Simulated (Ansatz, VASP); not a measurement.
**One calculation of H, two programs**

INCAR

```
SYSTEM = H
  PREC = Accurate
  ENCUT = 500
  EDIFF = 1E-6
  ISMEAR = 0
  SIGMA = 0.02
  LREAL = .FALSE.
  LASPH = .TRUE.
  NELM = 120
  ALGO = Normal
  ISIF = 2
  LWAVE = .FALSE.
  LCHARG = .FALSE.
  GGA = PS
  NBANDS = 10
  GGA_COMPAT = .FALSE.
```

Contents of KPOINTS:

```
regular mesh
0
G
  4 4 2
  0 0 0
```

The input POSCAR:

```
H
1.0
    1.6658090373     -2.7469537335     -0.0052436491
    1.6113438920      2.7140848555      0.0007060932
   -0.0086892704      0.0068758389      6.2934434662
H
4
Direct
    0.5662535610      0.4206466936      0.9977276521
    0.4258355753      0.5462440783      0.0069937013
    0.4030250062      0.5602515494      0.5008543439
    0.5770581392      0.4048615582      0.5055121593
```

Input for Ansatz:

```yaml
crystal:
  lattice:
    - [1.6658090373, -2.7469537335, -0.0052436491]
    - [1.611343892, 2.7140848555, 0.0007060932]
    - [-0.0086892704, 0.0068758389, 6.2934434662]
  atoms:
    - { symbol: H, position: [0.566253561, 0.4206466936, 0.9977276521] }
    - { symbol: H, position: [0.4258355753, 0.5462440783, 0.0069937013] }
    - { symbol: H, position: [0.4030250062, 0.5602515494, 0.5008543439] }
    - { symbol: H, position: [0.5770581392, 0.4048615582, 0.5055121593] }
basis:
  ecutwfc: 420
kpoints:
  mp_grid: { grid: [4, 4, 2] }
hamiltonian:
  xc: pbesol
scf:
  occupations: { method: gaussian, width: 0.02 }
output:
  forces: true
  stress: true
  eigenvalues: true
```

Change from the starting cell: kmesh displaced: [4, 4, 2] Gamma-centred.

Alike in both runs: task single point; functional PBEsol; k mesh 4 × 4 × 2; occupations gaussian, width 0.02 eV; no spin polarisation.

```csv
,VASP,Ansatz
version,VASP 6.6.1,Ansatz 0.2.0
potentials or method,"VASP PAW PBE potentials, release 64 (H), cutoff 500 eV","scalar-relativistic, plane waves, PAW"
valence electrons in the cell,4,4
```

|  | VASP | Ansatz | Ansatz less VASP |
| --- | --- | --- | --- |
| gap on the k mesh at the Fermi level (eV) | 6.78 | 6.78 | +0.002 |
| least direct gap on the mesh (eV) | 6.78 | 6.78 | +0.002 |
| pressure (GPa) | -1.9 | -1.8 | +0.17 |
| traceless stress, the component that is largest in VASP (GPa) | -3.91 | -3.93 | -0.017 |
| rms of the force components (eV/Å) | 1.322 | 1.327 | +0.0047 |

VASP's potentials were made for PBE, not for PBEsol. Atom by atom the forces differ by 0.005 eV/Å (rms over components).

The k mesh is coarse, so the values compare programs but aren't converged.
